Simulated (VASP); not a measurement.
# SnO (P4/nmm) in VASP: a series of runs

The runs below take SnO through single point, with r2SCAN.

Everything below comes from runs of VASP 6.6.1. Logs are shortened: lines on timing, memory, paths and dates and some standing lists are left out, and cuts for length are marked.

**1. The cell of the first run**

It takes space group P4/nmm (No. 129, tetragonal). Conventional cell: a = 3.818 Å, b = 3.818 Å, c = 5.175 Å, α = 90.00°, β = 90.00°, γ = 90.00°. Sn (site symmetry 4mm) has 4 O at 2.23 Å within 2.9 Å. O (site symmetry -4m2) has 4 Sn at 2.23 Å and 4 O at 2.70 Å within 2.9 Å.

**2. Single point, r2SCAN**

The input, POSCAR:

```
SnO
1.0
    3.8179307454      0.0000000000      0.0000000000
    0.0000000000      3.8179307454      0.0000000000
    0.0000000000      0.0000000000      5.1754053520
Sn O
2 2
Direct
    0.0000000000      0.5000000000      0.2223447320
    0.5000000000      0.0000000000      0.7776552680
    0.0000000000      0.0000000000      0.0000000000
    0.5000000000      0.5000000000      0.0000000000
```

The input, INCAR.step1:

```
SYSTEM = SnO
PREC = Accurate
ENCUT = 520
ISMEAR = 0
SIGMA = 0.05
LREAL = .False.
LASPH = .True.
NELM = 60
NBANDS = 28
GGA = PE
ALGO = Normal
EDIFF = 1E-4
LWAVE = .True.
LCHARG = .False.
```

The input, INCAR.step2:

```
SYSTEM = SnO
PREC = Accurate
ENCUT = 520
EDIFF = 1E-7
ISMEAR = 0
SIGMA = 0.05
LREAL = .False.
LASPH = .True.
NELM = 60
ALGO = Normal
ISIF = 2
LWAVE = .False.
LCHARG = .False.
METAGGA = R2SCAN
LMIXTAU = .True.
NBANDS = 28
ISTART = 1
```

The input, KPOINTS:

```
Automatic mesh
0
Gamma
  10 10 8
  0 0 0
```

Potentials or basis: VASP PAW PBE potentials, release 64 (Sn_d, O).

On the command line:

```sh
cat potpaw_PBE.64/Sn_d/POTCAR potpaw_PBE.64/O/POTCAR > POTCAR
cp INCAR.step1 INCAR
mpirun -np 1 vasp_std > vasp.out
cp INCAR.step2 INCAR
mpirun -np 1 vasp_std > vasp.out
```

OUTCAR:

```text
SYSTEM = SnO
   PREC = Accurate
   ENCUT = 520
   EDIFF = 1E-7
   ISMEAR = 0
   LREAL = .False.
   LASPH = .True.
   NELM = 60
   ISIF = 2
   METAGGA = R2SCAN
   ISTART = 1

 ion  position               nearest neighbor table
   1  0.000  0.500  0.222-   3 2.23   4 2.23   3 2.23   4 2.23   2 3.55   2 3.55   2 3.55   2 3.55

   2  0.500  0.000  0.778-   3 2.23   4 2.23   4 2.23   3 2.23   1 3.55   1 3.55   1 3.55   1 3.55

   3  0.000  0.000  0.000-   1 2.23   2 2.23   1 2.23   2 2.23
   4  0.500  0.500  0.000-   1 2.23   2 2.23   2 2.23   1 2.23

  LATTYP: Found a simple tetragonal cell.
 ALAT       =     3.8179307454
 C/A-ratio  =     1.3555524438

  Lattice vectors:

 A1 = (   3.8179307454,   0.0000000000,   0.0000000000)
 A2 = (   0.0000000000,   3.8179307454,   0.0000000000)
 A3 = (   0.0000000000,   0.0000000000,   5.1754053520)

Analysis of symmetry for initial positions (statically):
=====================================================================
 Subroutine PRICEL returns:
 Original cell was already a primitive cell.

 Routine SETGRP: Setting up the symmetry group for a
 simple tetragonal supercell.

 Subroutine GETGRP returns: Found 16 space group operations
 (whereof  8 operations were pure point group operations)
 out of a pool of 16 trial point group operations.

The static configuration has the point symmetry D_2d.
 The point group associated with its full space group is D_4h.

Analysis of symmetry for dynamics (positions and initial velocities):
=====================================================================
 Subroutine PRICEL returns:
 Original cell was already a primitive cell.

 Routine SETGRP: Setting up the symmetry group for a
 simple tetragonal supercell.

 Subroutine GETGRP returns: Found 16 space group operations
 (whereof  8 operations were pure point group operations)
 out of a pool of 16 trial point group operations.

The dynamic configuration has the point symmetry D_2d.
 The point group associated with its full space group is D_4h.

 Subroutine INISYM returns: Found 16 space group operations
 (whereof  8 operations are pure point group operations),
 and found     1 'primitive' translations

----------------------------------------------------------------------------------------

                                     Primitive cell

  volume of cell :      75.4398

  direct lattice vectors                    reciprocal lattice vectors
     3.817930745  0.000000000  0.000000000     0.261921985  0.000000000  0.000000000
     0.000000000  3.817930745  0.000000000     0.000000000  0.261921985  0.000000000
     0.000000000  0.000000000  5.175405352     0.000000000  0.000000000  0.193221580

  length of vectors
     3.817930745  3.817930745  5.175405352     0.261921985  0.261921985  0.193221580

  position of ions in fractional coordinates (direct lattice)
     0.000000000  0.500000000  0.222344732
     0.500000000  0.000000000  0.777655268
     0.000000000  0.000000000  0.000000000
     0.500000000  0.500000000  0.000000000

  ion indices of the primitive-cell ions
   primitive index   ion index
                 1           1
                 2           2
                 3           3
                 4           4

----------------------------------------------------------------------------------------

 KPOINTS: Automatic mesh

Automatic generation of k-mesh.
 Grid dimensions read from file:
 generate k-points for:   10   10    8

 Generating k-lattice:

  Cartesian coordinates                     Fractional coordinates (reciprocal lattice)
     0.026192199  0.000000000  0.000000000     0.100000000  0.000000000  0.000000000
     0.000000000  0.026192199  0.000000000     0.000000000  0.100000000  0.000000000
     0.000000000  0.000000000  0.024152698     0.000000000  0.000000000  0.125000000

  Length of vectors
     0.026192199  0.026192199  0.024152698

  Shift w.r.t. Gamma in fractional coordinates (k-lattice)
     0.000000000  0.000000000  0.000000000

 Subroutine IBZKPT returns following result:
 ===========================================

 Found    105 irreducible k-points:

 Following reciprocal coordinates:
            Coordinates               Weight
  0.000000  0.000000  0.000000      1.000000
  0.100000  0.000000  0.000000      4.000000
  0.200000  0.000000  0.000000      4.000000
  0.300000  0.000000  0.000000      4.000000
  0.400000  0.000000  0.000000      4.000000
  0.500000  0.000000  0.000000      2.000000
[... 16 lines left out ...]
  0.100000  0.000000  0.125000      8.000000
  0.200000  0.000000  0.125000      8.000000
 [... further k-points ...]
   k-points           NKPTS =    105   k-points in BZ     NKDIM =    105   number of bands    NBANDS=     28
   number of dos      NEDOS =    301   number of ions     NIONS =      4
   total plane-waves  NPLWV =  31360
   dimension x,y,z NGX =    28 NGY =   28 NGZ =   40
   dimension x,y,z NGXF=    56 NGYF=   56 NGZF=   80
   ions per type =               2   2
   NGX,Y,Z   is equivalent  to a cutoff of  12.19, 12.19, 12.85 a.u.
   NGXF,Y,Z  is equivalent  to a cutoff of  24.38, 24.38, 25.70 a.u.
 SYSTEM =  SnO
   PREC   = accura    normal or accurate (medium, high low for compatibility)
   ISTART =      1    job   : 0-new  1-cont  2-samecut
   ICHARG =      0    charge: 1-file 2-atom 10-const
   ISPIN  =      1    spin polarized calculation?
   LNONCOLLINEAR =      F non collinear calculations
   LSORBIT =      F    spin-orbit coupling
   LASPH  =      T    aspherical Exc in radial PAW
   ENCUT  =  520.0 eV  38.22 Ry    6.18 a.u.   7.10  7.10  9.62*2*pi/ulx,y,z
   NELM   =     60;   NELMIN=  2; NELMDL=  0     # of ELM steps
   EDIFF  = 0.1E-06   stopping-criterion for ELM
   LREAL  =      F    real-space projection
   EDIFFG = 0.1E-05   stopping-criterion for IOM
   NSW    =      0    number of steps for IOM
   IBRION =     -1    ionic relax: 0-MD 1-quasi-New 2-CG
   NFREE  =      0    steps in history (QN), initial steepest desc. (CG)
   ISIF   =      2    stress and relaxation
   ISYM   =      2    0-nonsym 1-usesym 2-fastsym
   POTIM  = 0.5000    time-step for ionic-motion
   TEBEG  =    0.0;   TEEND  =   0.0 temperature during run
   PSTRESS=    0.0 pullay stress
   NELECT =      40.0000    total number of electrons
   NUPDOWN=      -1.0000    fix difference up-down
   EMIN   =  10.00;   EMAX   =-10.00  energy-range for DOS
   EFERMI =   0.00;   METHOD = LEGACY
   ISMEAR =     0;   SIGMA  =   0.05  broadening in eV -4-tet -1-fermi 0-gaus
   EFERMI_NEDOS =   21; number of points for ismear=-14 and -15
   IALGO  =     38    algorithm
   IMIX   =      4    mixing-type and parameters
     AMIX     =   0.40;   BMIX     =  1.00
     AMIX_MAG =   1.60;   BMIX_MAG =  1.00
  volume/ion in A,a.u.               =      18.86       127.27
  Fermi-wavevector in a.u.,A,eV,Ry     =   1.325037  2.503957 23.888062  1.755723
  Thomas-Fermi vector in A             =   2.454527
   LORBIT       =      0    0 simple, 1 ext, 2 COOP (PROOUT), +10 PAW based schemes
   METAGGA = R2SCAN    functional components
   LHFCALC =     F    Hartree Fock is set to
   AEXX    =    0.0000 exact exchange contribution
   IVDW    =     0    specifies the selected vdW correction
   LEPSILON=     F    determine dielectric tensor
   LRPA    =     F    only Hartree local field effects (RPA)
 non-spin polarized calculation
 Gauss-broadening in eV      SIGMA  =   0.05
  energy-cutoff  :      520.00
  volume of cell :       75.44
 maximum number of plane-waves:      2047
   NGX = 15   NGY = 15   NGZ = 19

 number of electron      39.9999993 magnetization

 Free energy of the ion-electron system (eV)
  ---------------------------------------------------
  ext. energy  EPLUGINS =         0.00000000
  ---------------------------------------------------
  free energy    TOTEN  =       -66.89394597 eV

  energy without entropy =      -66.89394597  energy(sigma->0) =      -66.89394597

 E-fermi :   6.4885     XC(G=0): -10.4622

 val. band max:        6.2154536954   @ k =   0.0000   0.0000   0.0000
 cond. band min:       6.9926053752   @ k =   0.5000   0.5000   0.0000
 fundamental gap:      0.7771516799
 Fermi energy:         6.4884618597

 k-point     1 :       0.0000    0.0000    0.0000
  band No.  band energies     occupation
      1     -16.5436      2.00000
      2     -16.0061      2.00000
      3     -15.9791      2.00000
      4     -15.9791      2.00000
      5     -15.9404      2.00000
      6     -15.9125      2.00000
[... 20 lines left out ...]
     27      13.6521      0.00000
     28      14.3621      0.00000

 k-point     2 :       0.1000    0.0000    0.0000
  band No.  band energies     occupation
      1     -16.5382      2.00000
      2     -16.0087      2.00000
      3     -15.9779      2.00000
      4     -15.9778      2.00000
      5     -15.9671      2.00000
      6     -15.9422      2.00000
[... 20 lines left out ...]
     27      13.8912      0.00000
     28      15.1448      0.00000

 k-point     3 :       0.2000    0.0000    0.0000
  band No.  band energies     occupation
      1     -16.5229      2.00000
      2     -16.1097      2.00000
      3     -15.9773      2.00000
      4     -15.9747      2.00000
      5     -15.9734      2.00000
      6     -15.9470      2.00000
[... 20 lines left out ...]
     27      14.1273      0.00000
     28      16.7058      0.00000

 k-point     4 :       0.3000    0.0000    0.0000
  band No.  band energies     occupation
      1     -16.4982      2.00000
      2     -16.2322      2.00000
      3     -15.9708      2.00000
      4     -15.9663      2.00000
      5     -15.9627      2.00000
      6     -15.9530      2.00000
[... 20 lines left out ...]
     27      14.4366      0.00000
     28      17.7016      0.00000

 k-point     5 :       0.4000    0.0000    0.0000
  band No.  band energies     occupation
      1     -16.4619      2.00000
      2     -16.3333      2.00000
      3     -15.9670      2.00000
      4     -15.9588      2.00000
      5     -15.9584      2.00000
      6     -15.9537      2.00000
[... 20 lines left out ...]
     27      14.8646      0.00000
     28      16.5552      0.00000

 k-point     6 :       0.5000    0.0000    0.0000
  band No.  band energies     occupation
      1     -16.4088      2.00000
      2     -16.4088      2.00000
      3     -15.9633      2.00000
      4     -15.9633      2.00000
      5     -15.9530      2.00000
      6     -15.9530      2.00000
[... 463 lines left out ...]
      5     -15.9386      2.00000
      6     -15.9386      2.00000
[... 20 lines left out ...]
     27      14.5486      0.00000
     28      14.5486      0.00000

 k-point    22 :       0.0000    0.0000    0.1250
  band No.  band energies     occupation
      1     -16.5426      2.00000
      2     -16.0071      2.00000
      3     -15.9769      2.00000
      4     -15.9769      2.00000
      5     -15.9396      2.00000
      6     -15.9133      2.00000
[... 20 lines left out ...]
     27      13.5136      0.00000
     28      14.4702      0.00000

 k-point    23 :       0.1000    0.0000    0.1250
  band No.  band energies     occupation
      1     -16.5373      2.00000
      2     -16.0102      2.00000
      3     -15.9771      2.00000
      4     -15.9762      2.00000
      5     -15.9670      2.00000
      6     -15.9414      2.00000
[... 20 lines left out ...]
     27      13.8187      0.00000
     28      15.1885      0.00000

 k-point    24 :       0.2000    0.0000    0.1250
  band No.  band energies     occupation
      1     -16.5223      2.00000
      2     -16.1121      2.00000
      3     -15.9780      2.00000
      4     -15.9744      2.00000
      5     -15.9711      2.00000
      6     -15.9464      2.00000
[... 20 lines left out ...]
     27      14.1753      0.00000
     28      16.6687      0.00000

 [... further k-points ...]
[... 5 lines left out ...]
  --------------------------------------------------------------------------------------
  -------------------------------------------------------------------------------------
  Total       -0.1871707     -0.1871707     -0.1910000      0.0000000      0.0000000      0.0000000
  in kB       -3.9750984     -3.9750984     -4.0564246      0.0000000      0.0000000      0.0000000
  external PRESSURE =      -4.0022072 kB  Pullay stress =       0.0000000 kB

 VOLUME and BASIS-vectors are now :
 -----------------------------------------------------------------------------
  energy-cutoff  :      520.00
  volume of cell :       75.44
      direct lattice vectors                 reciprocal lattice vectors
     3.817930745  0.000000000  0.000000000     0.261921985  0.000000000  0.000000000
     0.000000000  3.817930745  0.000000000     0.000000000  0.261921985  0.000000000
     0.000000000  0.000000000  5.175405352     0.000000000  0.000000000  0.193221580

 POSITION                                       TOTAL-FORCE (eV/Angst)
 -----------------------------------------------------------------------------------
      0.00000      1.90897      1.15072        -0.000000     -0.000000      0.134089
      1.90897      0.00000      4.02468         0.000000     -0.000000     -0.134089
      0.00000      0.00000      0.00000        -0.000000     -0.000000      0.000000
      1.90897      1.90897      0.00000        -0.000000      0.000000      0.000000
 -----------------------------------------------------------------------------------
    total drift:                                0.000000      0.000000      0.000000

  FREE ENERGIE OF THE ION-ELECTRON SYSTEM (eV)
  ---------------------------------------------------
  free  energy   TOTEN  =       -66.8939459732 eV

  energy  without entropy=      -66.8939459732  energy(sigma->0) =      -66.89394597
```

Run time: 10 min. Hardware: 1 thread of Intel Xeon 8259CL, shared host; peak memory 0.31 GiB.

What came out:

```
Free energy            : -66.8939 eV
Pressure               : -0.4 GPa
Largest force          : 0.134 eV/Å
Band gap on the k mesh : 0.78 eV (least direct gap 2.25 eV)
```

Forces on the atoms (eV/Å):
```
Sn   0.000  0.000  0.134
Sn   0.000  0.000 -0.134
O    0.000  0.000  0.000
O    0.000  0.000  0.000
```

Caveat: semilocal functionals underestimate gaps, and a narrow one can read as zero; the PAW data sets were made with another functional, which shifts forces and pressure a little; spin-orbit coupling is left out, which moves the levels of the heavy elements. r2SCAN opens gaps a little over a GGA but as a rule still falls short of measured ones.

(Part 1 of 3 ends here.)
